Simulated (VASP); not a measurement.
# BN in VASP: further runs, part 2 of 2

VASP 6.6.1.

### 3 Single point, PBE+D3(BJ)

INCAR reads:

```
PREC = Accurate
ENCUT = 520
EDIFF = 1E-6
ISMEAR = 0
SIGMA = 0.02
LREAL = False
LASPH = True
NELM = 80
ALGO = Normal
ISIF = 2
LWAVE = False
LCHARG = True
LDIPOL = True
IDIPOL = 3
DIPOL = 0.5 0.5 0.500
GGA = PE
IVDW = 12
LELF = True
LVHAR = True
LVACPOTAV = True
NBANDS = 11
```

KPOINTS reads:

```
regular mesh
0
Gamma
  12 12 1
```

POSCAR reads:

```
BN
1.0
    2.4160000000      0.0000000000      0.0000000000
   -1.2080000000      2.0923173755      0.0000000000
    0.0000000000      0.0000000000     26.0000000000
B N
1 1
Direct
    0.0000000000      0.0000000000      0.5192307692
    0.6666666667      0.3333333333      0.4807692308
```

Potentials or basis: VASP PAW PBE potentials, release 64 (B, N).

The run is started by

```console
cat potpaw_PBE.64/B/POTCAR potpaw_PBE.64/N/POTCAR > POTCAR
mpirun -np 1 vasp_std > vasp.out
```

Run time: 50 s. Hardware: 1 thread of Intel Xeon Platinum 8259CL at 2.50GHz (Skylake/Cascade Lake), shared host; peak memory 0.24 GiB.

The run converged. Its results:

| Item | Value |
| --- | --- |
| Free energy | -11.6557 eV |
| Largest force | 7.160 eV/Å |
| Band gap on the k mesh | zero (band 4 reaches -3.08 eV, above the bottom of band 5 at -4.62 eV) |
| Dispersion energy per atom | -0.081 eV |

Forces in eV/Å, atoms in the order of the input:
```
B    0.000  0.000 -7.160
N    0.000  0.000  7.160
```

Levels at points of the mesh, in eV from the Fermi level:
| k point | band 1 | band 2 | band 3 | band 4 | band 5 | band 6 | band 7 | band 8 | band 9 |
| --- | --- | --- | --- | --- | --- | --- | --- | --- | --- |
| (0.00, 0.00, 0.00) | -18.01 | -7.54 | -1.56 | 1.54 | 1.54 | 4.23 | 5.13 | 6.10 | 6.85 |
| (0.50, 0.00, 0.00) | -13.86 | -8.25 | -3.02 | -1.05 | 0.18 | 4.50 | 9.52 | 9.79 | 11.59 |

### 4 Single point, PBE+D3(BJ)

This run uses another cell than the first one, of 67.47 Å³/atom, 1.027 times its volume.

INCAR reads:

```
SYSTEM = BN
  PREC = Accurate
  ENCUT = 520
  EDIFF = 1E-6
  ISMEAR = 0
  SIGMA = 0.02
  LREAL = .FALSE.
  LASPH = .TRUE.
  NELM = 60
  ALGO = Normal
  ISIF = 2
  LWAVE = .FALSE.
  LCHARG = .TRUE.
  LDIPOL = .TRUE.
  IDIPOL = 3
  DIPOL = 0.5 0.5 0.500
  GGA = PE
  IVDW = 12
  LELF = .TRUE.
  LVHAR = .TRUE.
  LVACPOTAV = .TRUE.
  NBANDS = 11
```

KPOINTS reads:

```
regular mesh
0
G
  12 12 1
  0 0 0
```

POSCAR reads:

```
BN
1.0
    2.4480000000      0.0000000000      0.0000000000
   -1.2240000000      2.1200301885      0.0000000000
    0.0000000000      0.0000000000     26.0000000000
B N
1 1
Direct
    0.0000000000      0.0000000000      0.5055000000
    0.6666666667      0.3333333333      0.4945000000
```

The run is started by

```console
cat potpaw_PBE.64/B/POTCAR potpaw_PBE.64/N/POTCAR > POTCAR
mpirun -np 1 vasp_std > vasp.out
```

It took 50 s on 1 thread of Intel Xeon Platinum 8259CL at 2.50GHz (Skylake/Cascade Lake), shared host; peak memory 0.24 GiB.

Results (log left out):

```yaml
Free_energy: -17.1025 eV
Largest_force: 4.050 eV/Å
Band_gap_on_the_k_mesh: 3.53 eV, indirect (least direct gap 4.13 eV)
Dispersion_energy_per_atom: -0.081 eV
```

Forces on the atoms (eV/Å):
```
B    0.000  0.000 -4.050
N    0.000  0.000  4.050
```

Levels at points of the mesh, in eV from the valence-band top:
```tsv
k point	band 1	band 2	band 3	band 4	band 5	band 6	band 7	band 8	band 9
(0.00, 0.00, 0.00)	-17.86	-5.46	-0.59	-0.59	3.53	4.92	5.58	6.41	6.80
(0.50, 0.00, 0.00)	-14.48	-8.84	-3.56	-0.89	4.22	10.09	12.12	12.73	13.31
```

### 5 Single point, PBE+D3(BJ)

This run uses another cell than the first one, of 67.47 Å³/atom, 1.027 times its volume.

INCAR reads:

```
PREC = Accurate ; ENCUT = 520
EDIFF = 1E-6 ; ISMEAR = 0
SIGMA = 0.02 ; LREAL = False
LASPH = True ; NELM = 60
ALGO = Normal ; ISIF = 2
LWAVE = False ; LCHARG = False
LDIPOL = True ; IDIPOL = 3
DIPOL = 0.5 0.5 0.500 ; GGA = PE
IVDW = 12 ; NBANDS = 11
```

KPOINTS reads:

```
regular mesh
0
Gamma
  12 12 1
```

POSCAR reads:

```
BN
1.0
    2.4480000000      0.0000000000      0.0000000000
   -1.2240000000      2.1200301885      0.0000000000
    0.0000000000      0.0000000000     26.0000000000
B N
1 1
Direct
    0.0000000000      0.0000000000      0.5109807692
    0.6666666667      0.3333333333      0.4890192308
```

The run is started by

```console
cat potpaw_PBE.64/B/POTCAR potpaw_PBE.64/N/POTCAR > POTCAR
mpirun -np 1 vasp_std > vasp.out
```

It took 42 s on 1 thread of Intel Xeon Platinum 8259CL at 2.50GHz (Skylake/Cascade Lake), shared host; peak memory 0.24 GiB.

Results (log left out):

```yaml
Free_energy: -15.3464 eV
Largest_force: 8.273 eV/Å
Band_gap_on_the_k_mesh: 1.00 eV, direct
Dispersion_energy_per_atom: -0.080 eV
```

Forces on the atoms (eV/Å):
```
B    0.000  0.000 -8.273
N    0.000  0.000  8.273
```

Levels at points of the mesh, in eV from the valence-band top:
```csv
k point,band 1,band 2,band 3,band 4,band 5,band 6,band 7,band 8,band 9
"(0.00, 0.00, 0.00)",-18.23,-6.40,0.00,0.00,1.00,3.33,3.89,4.98,6.16
"(0.50, 0.00, 0.00)",-14.60,-8.95,-2.90,-1.92,1.93,7.78,10.83,11.27,11.82
```

### 6 Single point, PBE+D3(BJ)

This run uses another cell than the first one, of 67.47 Å³/atom, 1.027 times its volume.

INCAR reads:

```
SYSTEM = BN
PREC = Accurate
ENCUT = 520
EDIFF = 1E-6
ISMEAR = 0
SIGMA = 0.02
LREAL = .False.
LASPH = .True.
NELM = 80
ALGO = Normal
ISIF = 2
LWAVE = .False.
LCHARG = .False.
LDIPOL = .True.
IDIPOL = 3
DIPOL = 0.5 0.5 0.500
GGA = PE
IVDW = 12
NBANDS = 11
```

KPOINTS reads:

```
regular mesh
0
Gamma
  12 12 1
  0 0 0
```

POSCAR reads:

```
BN
1.0
    2.4480000000      0.0000000000      0.0000000000
   -1.2240000000      2.1200301885      0.0000000000
    0.0000000000      0.0000000000     26.0000000000
B N
1 1
Direct
    0.0000000000      0.0000000000      0.5164807692
    0.6666666667      0.3333333333      0.4835192308
```

Potentials or basis: VASP PAW PBE potentials, release 64 (B, N).

The run is started by

```console
cat potpaw_PBE.64/B/POTCAR potpaw_PBE.64/N/POTCAR > POTCAR
mpirun -np 1 vasp_std > vasp.out
```

OUTCAR:

```text
SYSTEM = BN
   PREC = Accurate
   ENCUT = 520
   EDIFF = 1E-6
   ISMEAR = 0
   LREAL = .False.
   LASPH = .True.
   NELM = 80
   ISIF = 2
   GGA = PE
   IVDW = 12
 IVDW          = 12

 ion  position               nearest neighbor table
   1  0.000  0.000  0.516-   2 1.65   2 1.65   2 1.65
   2  0.667  0.333  0.484-   1 1.65   1 1.65   1 1.65

  LATTYP: Found a hexagonal cell.
 ALAT       =     2.4480000000
 C/A-ratio  =    10.6209150327

  Lattice vectors:

 A1 = (   2.4480000000,   0.0000000000,   0.0000000000)
 A2 = (  -1.2240000000,   2.1200301885,   0.0000000000)
 A3 = (   0.0000000000,   0.0000000000,  26.0000000000)

Analysis of symmetry for initial positions (statically):
=====================================================================
 Subroutine PRICEL returns:
 Original cell was already a primitive cell.

 Routine SETGRP: Setting up the symmetry group for a
 hexagonal supercell.

 Subroutine GETGRP returns: Found  6 space group operations
 (whereof  6 operations were pure point group operations)
 out of a pool of 24 trial point group operations.

The static configuration has the point symmetry C_3v.
[... 172 lines left out ...]
      7       0.3515      0.00000
      8       1.3639      0.00000
      9       2.2335      0.00000
     10       2.7191      0.00000
     11       3.0396      0.00000
[... 239 lines left out ...]
 k-point    19 :       0.3333    0.3333    0.0000
  band No.  band energies     occupation
      1     -17.7380      2.00000
      2     -11.1465      2.00000
      3     -10.7201      2.00000
      4      -6.3494      2.00000
      5      -2.7831      0.00000
      6       0.7248      0.00000
      7       4.3577      0.00000
      8       9.0887      0.00000
      9       9.5282      0.00000
     10      10.2357      0.00000
     11      10.5229      0.00000

------------------------ aborting loop because EDIFF is reached ----------------------------------------

 vacuum level on the upper side and lower side of the slab       (xc-potential included)        -1.272         1.255

 Edisp (eV)   -0.15805

 E8    (eV) :    -0.0506

  FORCE on cell =-STRESS in cart. coord.  units (eV):
  Direction    XX          YY          ZZ          XY          YZ          ZX
  --------------------------------------------------------------------------------------
  -------------------------------------------------------------------------------------
  Total       0.13257     0.13257    -7.30929     0.00000     0.00000     0.00000
  in kB       1.57414     1.57414   -86.78782     0.00000     0.00000     0.00000
  external pressure =      -27.88 kB  Pullay stress =        0.00 kB

 VOLUME and BASIS-vectors are now :
 -----------------------------------------------------------------------------
  energy-cutoff  :      520.00
  volume of cell :      134.94
      direct lattice vectors                 reciprocal lattice vectors
     2.448000000  0.000000000  0.000000000     0.408496732  0.235845698  0.000000000
    -1.224000000  2.120030188  0.000000000     0.000000000  0.471691396  0.000000000
     0.000000000  0.000000000 26.000000000     0.000000000  0.000000000  0.038461538

 POSITION                                       TOTAL-FORCE (eV/Angst)
 -----------------------------------------------------------------------------------
      0.00000      0.00000     13.42850        -0.000000      0.000000     -8.512523
      1.22400      0.70668     12.57150         0.000000     -0.000000      8.512523
 -----------------------------------------------------------------------------------
    total drift:                               -0.000000      0.000000      0.000047

  FREE ENERGIE OF THE ION-ELECTRON SYSTEM (eV)
  ---------------------------------------------------
  free  energy   TOTEN  =       -12.7539633531 eV

  energy  without entropy=      -12.7535108238  energy(sigma->0) =      -12.75373709

 vacuum level on the upper side and lower side of the slab        -0.047         2.532
```

OSZICAR:

```text
N       E                     dE             d eps       ncg     rms          rms(c)
DAV:   1     0.560831136936E+02    0.56083E+02   -0.30624E+03   426   0.511E+02
DAV:   2    -0.813855035809E+01   -0.64222E+02   -0.54222E+02   648   0.999E+01
DAV:   3    -0.142955914760E+02   -0.61570E+01   -0.61491E+01   635   0.445E+01
[... 14 lines left out ...]
DAV:  18    -0.125958879716E+02   -0.35342E-04   -0.25173E-06   499   0.575E-03    0.119E-03
DAV:  19    -0.125958994512E+02   -0.11480E-04   -0.69585E-07   522   0.278E-03    0.518E-04
DAV:  20    -0.125959076116E+02   -0.81604E-05   -0.79726E-07   496   0.212E-03    0.543E-04
DAV:  21    -0.125959091189E+02   -0.15073E-05   -0.75483E-08   532   0.106E-03    0.125E-04
DAV:  22    -0.125959095094E+02   -0.39047E-06   -0.81442E-09   537   0.296E-04
   1 F= -.12753963E+02 E0= -.12753737E+02  d E =-.452529E-03
```

stdout:

```text
POSCAR found type information on POSCAR B N
 POSCAR found :  2 types and       2 ions
 scaLAPACK will be used
 LDA part: xc-table for (Slater+PW92), standard interpolation
 POSCAR, INCAR and KPOINTS ok, starting setup
 FFT: planning ... GRIDC
 FFT: planning ... GRID_SOFT
 FFT: planning ... GRID
 WAVECAR not read
 entering main loop
```

Run time: 46 s. Hardware: 1 thread of Intel Xeon Platinum 8259CL at 2.50GHz (Skylake/Cascade Lake), shared host; peak memory 0.24 GiB.

What came out:

```yaml
Free_energy: -12.7540 eV
Largest_force: 8.513 eV/Å
Band_gap_on_the_k_mesh: zero (band 4 reaches -3.39 eV, above the bottom of band 5 at -4.23 eV)
Dispersion_energy_per_atom: -0.079 eV
```

Forces in eV/Å, atoms in the order of the input:
```
B    0.000  0.000 -8.513
N    0.000  0.000  8.513
```
